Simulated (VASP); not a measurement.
# PbS4H4 (Pb(SH)4) in VASP: notebook

Runs on PbS4H4 (Pb(SH)4). Level: PBE. Tasks: single point.

Program: VASP 6.6.1. These are calculated values, not measurements. Logs are shortened: lines on timing, memory, paths and dates and some standing lists are left out, and cuts for length are marked.

## (1) The cell of the first run

The cell holds a molecule in a box, 9 atoms: a = 13.770 Å, b = 13.930 Å, c = 13.830 Å, α = 90.00°, β = 90.00°, γ = 90.00°.

## (2) Single point, PBE

File INCAR:

```
SYSTEM = H4PbS4
PREC = Accurate ; ENCUT = 520
EDIFF = 1E-6 ; ISMEAR = 0
SIGMA = 0.01 ; LREAL = .FALSE.
LASPH = .TRUE. ; NELM = 100
ALGO = Normal ; ISIF = 2
LWAVE = .FALSE. ; LCHARG = .FALSE.
GGA = PE ; NBANDS = 31
```

File KPOINTS:

```
regular mesh
0
G
  1 1 1
  0 0 0
```

File POSCAR:

```
H4PbS4
1.0
   13.7700000000      0.0000000000      0.0000000000
    0.0000000000     13.9300000000      0.0000000000
    0.0000000000      0.0000000000     13.8300000000
Pb S H
1 4 4
Direct
    0.4745315900      0.4945362500      0.4812769300
    0.4625497500      0.3716862900      0.6175235000
    0.4873253400      0.3974443600      0.3253796100
    0.6226361700      0.6045592200      0.4839739700
    0.3267973900      0.6035944000      0.4990853200
    0.4143195400      0.4357552000      0.6746645000
    0.4375199700      0.3230437900      0.3662313800
    0.6732127800      0.5423007900      0.4268662300
    0.3744923700      0.6767788900      0.4537722300
```

Potentials or basis: VASP PAW PBE potentials, release 64 (Pb_d, S, H).

Run with:

```
$ cat potpaw_PBE.64/Pb_d/POTCAR potpaw_PBE.64/S/POTCAR potpaw_PBE.64/H/POTCAR > POTCAR
$ mpirun -np 1 vasp_gam > vasp.out
```

OUTCAR:

```text
SYSTEM = H4PbS4
   PREC = Accurate
   ENCUT = 520
   EDIFF = 1E-6
   ISMEAR = 0
   LREAL = .FALSE.
   LASPH = .TRUE.
   NELM = 100
   ISIF = 2
   GGA = PE

 ion  position               nearest neighbor table
   1  0.475  0.495  0.481-   2 2.55   5 2.55   3 2.55   4 2.55
   2  0.463  0.372  0.618-   6 1.36   1 2.55
   3  0.487  0.397  0.325-   7 1.37   1 2.55
   4  0.623  0.605  0.484-   8 1.36   1 2.55
   5  0.327  0.604  0.499-   9 1.37   1 2.55
   6  0.414  0.436  0.675-   2 1.36
   7  0.438  0.323  0.366-   3 1.37
   8  0.673  0.542  0.427-   4 1.36
   9  0.374  0.677  0.454-   5 1.37

  LATTYP: Found a simple orthorhombic cell.
 ALAT       =    13.7700000000
 B/A-ratio  =     1.0043572985
 C/A-ratio  =     1.0116194626

  Lattice vectors:

 A1 = ( -13.7700000000,   0.0000000000,   0.0000000000)
 A2 = (   0.0000000000,   0.0000000000,  13.8300000000)
 A3 = (   0.0000000000,  13.9300000000,   0.0000000000)

Analysis of symmetry for initial positions (statically):
=====================================================================
 Subroutine PRICEL returns:
 Original cell was already a primitive cell.

 Routine SETGRP: Setting up the symmetry group for a
 simple orthorhombic supercell.

 Subroutine GETGRP returns: Found  1 space group operations
 (whereof  1 operations were pure point group operations)
 out of a pool of  8 trial point group operations.

The static configuration has the point symmetry C_1 .

Analysis of symmetry for dynamics (positions and initial velocities):
=====================================================================
 Subroutine PRICEL returns:
 Original cell was already a primitive cell.

 Routine SETGRP: Setting up the symmetry group for a
 simple orthorhombic supercell.

 Subroutine GETGRP returns: Found  1 space group operations
 (whereof  1 operations were pure point group operations)
 out of a pool of  8 trial point group operations.

The dynamic configuration has the point symmetry C_1 .

 Subroutine INISYM returns: Found  1 space group operations
 (whereof  1 operations are pure point group operations),
 and found     1 'primitive' translations

----------------------------------------------------------------------------------------

                                     Primitive cell

  volume of cell :    2652.8167

  direct lattice vectors                    reciprocal lattice vectors
    13.770000000  0.000000000  0.000000000     0.072621641  0.000000000  0.000000000
     0.000000000 13.930000000  0.000000000     0.000000000  0.071787509  0.000000000
     0.000000000  0.000000000 13.830000000     0.000000000  0.000000000  0.072306580

  length of vectors
    13.770000000 13.930000000 13.830000000     0.072621641  0.071787509  0.072306580

  position of ions in fractional coordinates (direct lattice)
     0.474531590  0.494536250  0.481276930
     0.462549750  0.371686290  0.617523500
     0.487325340  0.397444360  0.325379610
     0.622636170  0.604559220  0.483973970
     0.326797390  0.603594400  0.499085320
     0.414319540  0.435755200  0.674664500
     0.437519970  0.323043790  0.366231380
     0.673212780  0.542300790  0.426866230
     0.374492370  0.676778890  0.453772230

  ion indices of the primitive-cell ions
   primitive index   ion index
                 1           1
                 2           2
                 3           3
                 4           4
                 5           5
                 6           6
                 7           7
                 8           8
                 9           9

----------------------------------------------------------------------------------------

 KPOINTS: regular mesh

Automatic generation of k-mesh.
 Grid dimensions read from file:
 generate k-points for:    1    1    1

 Generating k-lattice:

  Cartesian coordinates                     Fractional coordinates (reciprocal lattice)
     0.072621641  0.000000000  0.000000000     1.000000000  0.000000000  0.000000000
     0.000000000  0.071787509  0.000000000     0.000000000  1.000000000  0.000000000
     0.000000000  0.000000000  0.072306580     0.000000000  0.000000000  1.000000000

  Length of vectors
     0.072621641  0.071787509  0.072306580

  Shift w.r.t. Gamma in fractional coordinates (k-lattice)
     0.000000000  0.000000000  0.000000000

 Subroutine IBZKPT returns following result:
 ===========================================

 Found      1 irreducible k-points:

 Following reciprocal coordinates:
            Coordinates               Weight
  0.000000  0.000000  0.000000      1.000000
   k-points           NKPTS =      1   k-points in BZ     NKDIM =      1   number of bands    NBANDS=     31
   number of dos      NEDOS =    301   number of ions     NIONS =      9
   total plane-waves  NPLWV = ******
   dimension x,y,z NGX =   108 NGY =  108 NGZ =  108
   dimension x,y,z NGXF=   216 NGYF=  216 NGZF=  216
   ions per type =               1   4   4
   NGX,Y,Z   is equivalent  to a cutoff of  13.04, 12.89, 12.98 a.u.
   NGXF,Y,Z  is equivalent  to a cutoff of  26.08, 25.78, 25.96 a.u.
 SYSTEM =  H4PbS4
   PREC   = accura    normal or accurate (medium, high low for compatibility)
   ISTART =      0    job   : 0-new  1-cont  2-samecut
   ICHARG =      2    charge: 1-file 2-atom 10-const
   ISPIN  =      1    spin polarized calculation?
   LNONCOLLINEAR =      F non collinear calculations
   LSORBIT =      F    spin-orbit coupling
   LASPH  =      T    aspherical Exc in radial PAW
   ENCUT  =  520.0 eV  38.22 Ry    6.18 a.u.  25.60 25.90 25.71*2*pi/ulx,y,z
   NELM   =    100;   NELMIN=  2; NELMDL= -5     # of ELM steps
   EDIFF  = 0.1E-05   stopping-criterion for ELM
   LREAL  =      F    real-space projection
   EDIFFG = 0.1E-04   stopping-criterion for IOM
   NSW    =      0    number of steps for IOM
   IBRION =     -1    ionic relax: 0-MD 1-quasi-New 2-CG
   NFREE  =      0    steps in history (QN), initial steepest desc. (CG)
   ISIF   =      2    stress and relaxation
   ISYM   =      2    0-nonsym 1-usesym 2-fastsym
   POTIM  = 0.5000    time-step for ionic-motion
   TEBEG  =    0.0;   TEEND  =   0.0 temperature during run
   PSTRESS=    0.0 pullay stress
   NELECT =      42.0000    total number of electrons
   NUPDOWN=      -1.0000    fix difference up-down
   EMIN   =  10.00;   EMAX   =-10.00  energy-range for DOS
   EFERMI =   0.00;   METHOD = LEGACY
   ISMEAR =     0;   SIGMA  =   0.01  broadening in eV -4-tet -1-fermi 0-gaus
   EFERMI_NEDOS =   21; number of points for ismear=-14 and -15
   IALGO  =     38    algorithm
   IMIX   =      4    mixing-type and parameters
     AMIX     =   0.40;   BMIX     =  1.00
     AMIX_MAG =   1.60;   BMIX_MAG =  1.00
  volume/ion in A,a.u.               =     294.76      1989.12
  Fermi-wavevector in a.u.,A,eV,Ry     =   0.411076  0.776821  2.299160  0.168984
  Thomas-Fermi vector in A             =   1.367146
   LORBIT       =      0    0 simple, 1 ext, 2 COOP (PROOUT), +10 PAW based schemes
   GGA     = PE    functional components
   LHFCALC =     F    Hartree Fock is set to
   AEXX    =    0.0000 exact exchange contribution
   IVDW    =     0    specifies the selected vdW correction
   LEPSILON=     F    determine dielectric tensor
   LRPA    =     F    only Hartree local field effects (RPA)
 non-spin polarized calculation
 Gauss-broadening in eV      SIGMA  =   0.01
  energy-cutoff  :      520.00
  volume of cell :     2652.82
 maximum number of plane-waves:     35734
 NGX is ok and might be reduce to   108
   NGX = 51   NGY = 51   NGZ = 51

 number of electron      42.0000001 magnetization

 Free energy of the ion-electron system (eV)
  ---------------------------------------------------
  ext. energy  EPLUGINS =         0.00000000
  ---------------------------------------------------
  free energy    TOTEN  =       -33.97326831 eV

  energy without entropy =      -33.97326831  energy(sigma->0) =      -33.97326831

 E-fermi :  -5.9538     XC(G=0):  -0.9783

 val. band max:       -6.0247993792   @ k =   0.0000   0.0000   0.0000
 cond. band min:      -4.0359121938   @ k =   0.0000   0.0000   0.0000
 fundamental gap:      1.9888871854
 Fermi energy:        -5.9537574973

 k-point     1 :       0.0000    0.0000    0.0000
  band No.  band energies     occupation
      1     -22.0099      2.00000
      2     -21.9849      2.00000
      3     -21.9840      2.00000
      4     -21.8437      2.00000
      5     -21.8252      2.00000
      6     -18.2321      2.00000
[... 23 lines left out ...]
     30       0.4123      0.00000
     31       0.7245      0.00000

------------------------ aborting loop because EDIFF is reached ----------------------------------------

  FORCE on cell =-STRESS in cart. coord.  units (eV):
  Direction    XX          YY          ZZ          XY          YZ          ZX
  --------------------------------------------------------------------------------------
  -------------------------------------------------------------------------------------
  Total       -1.2521128     -1.7376562     -1.2644392     -0.0599824     -0.0376032      0.5011729
  in kB       -0.7562177     -1.0494631     -0.7636622     -0.0362266     -0.0227106      0.3026850
  external PRESSURE =      -0.8564477 kB  Pullay stress =       0.0000000 kB

 VOLUME and BASIS-vectors are now :
 -----------------------------------------------------------------------------
  energy-cutoff  :      520.00
  volume of cell :     2652.82
      direct lattice vectors                 reciprocal lattice vectors
    13.770000000  0.000000000  0.000000000     0.072621641  0.000000000  0.000000000
     0.000000000 13.930000000  0.000000000     0.000000000  0.071787509  0.000000000
     0.000000000  0.000000000 13.830000000     0.000000000  0.000000000  0.072306580

 POSITION                                       TOTAL-FORCE (eV/Angst)
 -----------------------------------------------------------------------------------
      6.53430      6.88889      6.65606         0.013611     -0.009661      0.010736
      6.36931      5.17759      8.54035        -0.132664      0.340807      0.005464
      6.71047      5.53640      4.50000        -0.169808     -0.112714      0.312935
      8.57370      8.42151      6.69336        -0.039407     -0.307657     -0.176666
      4.50000      8.40807      6.90235         0.324685      0.093534     -0.163821
      5.70518      6.07007      9.33061         0.144465     -0.189644     -0.177559
      6.02465      4.50000      5.06498         0.153471      0.240912     -0.123268
      9.27014      7.55425      5.90356        -0.150607      0.175748      0.169862
      5.15676      9.42753      6.27567        -0.143747     -0.231323      0.142317
 -----------------------------------------------------------------------------------
    total drift:                                0.000076     -0.000439      0.000108

  FREE ENERGIE OF THE ION-ELECTRON SYSTEM (eV)
  ---------------------------------------------------
  free  energy   TOTEN  =       -33.9732683087 eV

  energy  without entropy=      -33.9732683087  energy(sigma->0) =      -33.97326831
```

Wall time 3 min (1 thread of Intel Xeon 6975P-C (Granite Rapids), shared host); peak memory 1.8 GiB.

Results:

```yaml
Free_energy: -33.9733 eV
Largest_force: 0.376 eV/Å
Gap_between_the_frontier_levels: 1.99 eV
```

Forces on the atoms (eV/Å):
```
Pb   0.014 -0.010  0.011
S   -0.133  0.341  0.005
S   -0.170 -0.113  0.313
S   -0.039 -0.308 -0.177
S    0.325  0.094 -0.164
H    0.144 -0.190 -0.178
H    0.153  0.241 -0.123
H   -0.151  0.176  0.170
H   -0.144 -0.231  0.142
```

Caveat: spin-orbit coupling is left out, which moves the levels of the heavy elements.

## (3) Single point, PBE, non-collinear spin, zero start, spin-orbit coupling

File INCAR:

```
SYSTEM = H4PbS4
ALGO = Normal ; EDIFF = 1E-6
ENCUT = 520 ; GGA = PE
GGA_COMPAT = .False. ; ISIF = 2
ISMEAR = 0 ; LASPH = .True.
LCHARG = .True. ; LORBIT = 11
LORBMOM = .True. ; LREAL = .False.
LSORBIT = .True. ; LVHAR = .True.
LWAVE = .False. ; MAGMOM = 0 0 0 0 0 0 0 0 0 0 0 0 0 0 0 0 0 0 0 0 0 0 0 0 0 0 0
NBANDS = 61 ; NELM = 150
PREC = Accurate ; SIGMA = 0.01
```

File KPOINTS:

```
k-points
0
Gamma
  1 1 1
  0 0 0
```

POSCAR is that of step 2.

Potentials or basis: VASP PAW PBE potentials, release 64 (Pb_d, S, H).

Run with:

```
$ cat potpaw_PBE.64/Pb_d/POTCAR potpaw_PBE.64/S/POTCAR potpaw_PBE.64/H/POTCAR > POTCAR
$ mpirun -np 1 vasp_ncl > vasp.out
```

OUTCAR:

```text
SYSTEM = H4PbS4
   EDIFF = 1E-6
   ENCUT = 520
   GGA = PE
   ISIF = 2
   ISMEAR = 0
   LASPH = .True.
   LORBIT = 11
   LREAL = .False.
   LSORBIT = .True.
   NELM = 150
   PREC = Accurate

 ion  position               nearest neighbor table
   1  0.475  0.495  0.481-   2 2.55   5 2.55   3 2.55   4 2.55
   2  0.463  0.372  0.618-   6 1.36   1 2.55
   3  0.487  0.397  0.325-   7 1.37   1 2.55
   4  0.623  0.605  0.484-   8 1.36   1 2.55
   5  0.327  0.604  0.499-   9 1.37   1 2.55
   6  0.414  0.436  0.675-   2 1.36
   7  0.438  0.323  0.366-   3 1.37
   8  0.673  0.542  0.427-   4 1.36
   9  0.374  0.677  0.454-   5 1.37

  LATTYP: Found a simple orthorhombic cell.
 ALAT       =    13.7700000000
 B/A-ratio  =     1.0043572985
 C/A-ratio  =     1.0116194626
[... 537 lines left out ...]
    9        0.546   0.036   0.000   0.581
--------------------------------------------------
tot          8.792  10.422   9.885  29.100

 magnetization (x)

# of ion       s       p       d       tot
------------------------------------------
    1       -0.000   0.000   0.000   0.000
    2       -0.000  -0.000   0.000  -0.000
    3        0.000  -0.000   0.000   0.000
    4        0.000   0.000   0.000   0.000
    5        0.000   0.000   0.000   0.000
    6        0.000   0.000   0.000   0.000
    7       -0.000   0.000   0.000  -0.000
    8        0.000   0.000   0.000   0.000
    9        0.000   0.000   0.000   0.000
--------------------------------------------------
tot          0.000   0.000   0.000   0.000

 magnetization (y)

# of ion       s       p       d       tot
------------------------------------------
    1        0.000   0.000   0.000   0.000
    2       -0.000   0.000   0.000   0.000
    3        0.000  -0.000   0.000  -0.000
    4       -0.000  -0.000   0.000  -0.000
    5       -0.000  -0.000   0.000  -0.000
    6       -0.000  -0.000   0.000  -0.000
    7       -0.000   0.000   0.000  -0.000
    8       -0.000  -0.000   0.000  -0.000
    9       -0.000  -0.000   0.000  -0.000
--------------------------------------------------
tot         -0.000  -0.000   0.000  -0.000

 magnetization (z)

# of ion       s       p       d       tot
------------------------------------------
    1        0.000  -0.000   0.000   0.000
    2        0.000  -0.000   0.000  -0.000
    3       -0.000  -0.000   0.000  -0.000
    4        0.000   0.000   0.000   0.000
    5        0.000   0.000   0.000   0.000
    6        0.000  -0.000   0.000   0.000
    7       -0.000  -0.000   0.000  -0.000
    8        0.000  -0.000   0.000   0.000
    9        0.000  -0.000   0.000   0.000
--------------------------------------------------
tot          0.000  -0.000   0.000   0.000
```

OSZICAR:

```text
N       E                     dE             d eps       ncg     rms          rms(c)
[... 20 lines left out ...]
DAV:  21    -0.344186702677E+02   -0.12077E-03   -0.75321E-06   122   0.796E-03    0.350E-03
DAV:  22    -0.344186936930E+02   -0.23425E-04   -0.66200E-07   132   0.362E-03    0.275E-03
DAV:  23    -0.344187146617E+02   -0.20969E-04   -0.60753E-07   106   0.298E-03    0.927E-04
DAV:  24    -0.344187234432E+02   -0.87814E-05   -0.29379E-07   116   0.244E-03    0.772E-04
DAV:  25    -0.344187268382E+02   -0.33950E-05   -0.84397E-08   116   0.194E-03    0.200E-04
DAV:  26    -0.344187304346E+02   -0.35964E-05   -0.13116E-07   108   0.170E-03    0.255E-04
DAV:  27    -0.344187311495E+02   -0.71487E-06   -0.11171E-08   116   0.171E-03
   1 F= -.34418731E+02 E0= -.34418731E+02  d E =-.523796E-56  mag=    -0.0000    -0.0000     0.0000
```

stdout:

```text
POSCAR found type information on POSCAR PbS H
 POSCAR found :  3 types and       9 ions
 scaLAPACK will be used
 LDA part: xc-table for (Slater+PW92), standard interpolation
 POSCAR, INCAR and KPOINTS ok, starting setup
 FFT: planning ... GRIDC
 FFT: planning ... GRID_SOFT
 FFT: planning ... GRID
 WAVECAR not read
 entering main loop
```

Wall time 21 min (1 thread of AMD EPYC 9R45 (Zen 5), shared host); peak memory 6.3 GiB.

Results:

```
Free energy                                           : -34.4187 eV
Largest force                                         : 0.394 eV/Å
Net moment                                            : 0.00 μB per cell
Valence electrons inside the program's atomic spheres : Pb 11.96; S 3.70; H 0.58
```

Forces on the atoms (eV/Å):
```
Pb   0.014 -0.010  0.011
S   -0.130  0.361 -0.016
S   -0.173 -0.097  0.338
S   -0.063 -0.326 -0.176
S    0.348  0.076 -0.168
H    0.145 -0.189 -0.179
H    0.154  0.242 -0.123
H   -0.152  0.176  0.170
H   -0.143 -0.232  0.143
```

Moments on the atoms (μB; x, y, z):
```
Pb  0.00 0.00 0.00
S   0.00 0.00 0.00
S   0.00 0.00 0.00
S   0.00 0.00 0.00
S   0.00 0.00 0.00
H   0.00 0.00 0.00
H   0.00 0.00 0.00
H   0.00 0.00 0.00
H   0.00 0.00 0.00
```
